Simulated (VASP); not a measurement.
**BC7: single point with PBE**

Crystal: BC7.

```
C B
1.0
     3.62015    0.00000    0.00000
     0.00000    3.62015    0.00000
     0.00000    0.00000    3.62015
C B
7 1
Direct
  0.25478 0.25478 0.25478
  0.25478 0.74522 0.74522
  0.74522 0.25478 0.74522
  0.74522 0.74522 0.25478
  0.50000 0.00000 0.50000
  0.50000 0.50000 0.00000
  0.00000 0.50000 0.50000
  0.00000 0.00000 0.00000
```

| Item | Value |
| --- | --- |
| Program | VASP 6.6.1 |
| Task | single point |
| Functional | PBE |
| Potentials or basis | VASP PAW PBE potentials, release 64 (C, B) |
| Cutoff | 520 eV |
| k mesh | 9 × 9 × 9 |
| Occupations | gaussian, width 0.02 eV |
| Spin | no spin polarisation |

| Quantity | Value |
| --- | --- |
| Pressure | 0.2 GPa |
| Largest force | 0.027 eV/Å |

Forces on the atoms (eV/Å):
```
C   -0.015 -0.015 -0.015
C   -0.015  0.015  0.015
C    0.015 -0.015  0.015
C    0.015  0.015 -0.015
C    0.000  0.000  0.000
C    0.000  0.000  0.000
C    0.000  0.000  0.000
B    0.000  0.000  0.000
```

Levels at points of the mesh, in eV from the Fermi level:
```
           k point  band 12  band 13  band 14  band 15  band 16  band 17  band 18  band 19  band 20  band 21
(0.00, 0.00, 0.00)    -4.34    -4.34     1.54     1.54     1.54     5.53     5.53     5.53     5.81     5.81
```

Wall time 49 s on 1 thread of AMD EPYC 7R13 Processor (Zen 3), with other jobs on the host, peak memory 0.13 GiB.
